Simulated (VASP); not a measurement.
Al15CoN16 (a cell with a defect), 32 atoms in the cell. The cell holds a defect, 32 atoms: a = 6.220 Å, b = 6.220 Å, c = 9.960 Å, α = 90.00°, β = 90.00°, γ = 120.00°. 

- Program: VASP 6.6.1
- Task: single point
- Functional: PBEsol
- Potentials or basis: VASP PAW PBE potentials, release 64 (Co, Al, N)
- Cutoff: 450 eV
- k mesh: 3 × 3 × 2
- Occupations: gaussian, width 0.03 eV
- Spin: collinear spin, zero start
- Fixed moment: 0 μB
- Hubbard terms: Co d U = 6 eV
- Dq: 0
- Further INCAR settings: LREAL = Auto; ALGO = Normal; EDIFF = 1e-05; ISYM = 0

Potentials or basis: VASP PAW PBE potentials, release 64 (Co, Al, N).

The run is started by

```sh
$ cat potpaw_PBE.64/Co/POTCAR potpaw_PBE.64/Al/POTCAR potpaw_PBE.64/N/POTCAR > POTCAR
$ mpirun -np 4 vasp_std > vasp.out
```

Hardware: 4 MPI ranks on Intel(R) Xeon(R) 6975P-C (Granite Rapids), on a shared host.

Task: How long does it take, and how much memory?

Result: Wall time 25 min on 4 MPI ranks on Intel(R) Xeon(R) 6975P-C (Granite Rapids), on a shared host, peak memory 0.72 GiB a rank. Counts: scf iterations 82, k points 10.
